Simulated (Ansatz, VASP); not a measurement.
## As in VASP and in Ansatz

```xyz
2
Lattice="1.9055 1.1002 3.5603 -1.9055 1.1002 3.5603 0.0000 -2.2003 3.5603" Properties=species:S:1:pos:R:3 pbc="T T T"
As    0.0000    0.0000    2.4139
As    0.0000    0.0000    8.2670
```

Alike in both runs: task single point; functional LDA; k mesh 9 × 9 × 9; occupations fermi-dirac, width 0.05 eV; no spin polarisation.

```csv
,VASP,Ansatz
version,VASP 6.6.1,Ansatz 0.2.0
potentials or method,"VASP PAW LDA potentials, release 64 (As_d)",Ansatz PAW
plane-wave cutoff (eV),600,420
valence electrons in the cell,30,30
```

```tsv
	VASP	Ansatz	Ansatz less VASP
gap on the k mesh at the Fermi level (eV)	none	none	-
pressure (GPa)	-3.8	-4.1	-0.24
traceless stress, the component that is largest in VASP (GPa)	0.29	0.35	+0.064
rms of the force components (eV/Å)	0.028	0.008	-0.0197
```

LDA's correlation is that of Perdew and Zunger in VASP and of Perdew and Wang (1992) in Ansatz. Atom by atom the forces differ by 0.020 eV/Å (rms over components). A gap of «none» marks a metal or a gap that the smearing closes.
